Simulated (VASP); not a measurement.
Input of a VASP 6.6.1 run:

File POSCAR:

```
Rh
1.0
    0.0000000000      1.8617220751      1.8617220751
    1.8617220751      0.0000000000      1.8617220751
    1.8617220751      1.8617220751      0.0000000000
Rh
1
Direct
    0.0000000000      0.0000000000      0.0000000000
```

Contents of INCAR.step1:

```
PREC = Accurate ; ENCUT = 520
ISMEAR = -1 ; SIGMA = 0.05
LREAL = False ; LASPH = True
NELM = 100 ; NBANDS = 14
GGA = PE ; ALGO = Normal
EDIFF = 1E-4 ; LWAVE = True
LCHARG = False
```

File INCAR.step2:

```
PREC = Accurate ; ENCUT = 520
EDIFF = 1E-6 ; ISMEAR = -1
SIGMA = 0.05 ; LREAL = False
LASPH = True ; NELM = 100
ALGO = Normal ; ISIF = 2
LWAVE = False ; LCHARG = True
METAGGA = R2SCAN ; LMIXTAU = True
LELF = True ; LVHAR = True
NBANDS = 14 ; ISTART = 1
```

Contents of KPOINTS:

```
regular mesh
0
Gamma
  12 12 12
```

Potentials or basis: VASP PAW PBE potentials, release 64 (Rh_pv).

Command:

```console
$ cat potpaw_PBE.64/Rh_pv/POTCAR > POTCAR
$ cp INCAR.step1 INCAR
$ mpirun -np 1 vasp_std > vasp.out
$ cp INCAR.step2 INCAR
$ mpirun -np 1 vasp_std > vasp.out
```

(1) Predict the pressure.

Results:

(1) 21.6 GPa.

Caveat: the PAW data sets were made with another functional, which shifts forces and pressure a little.
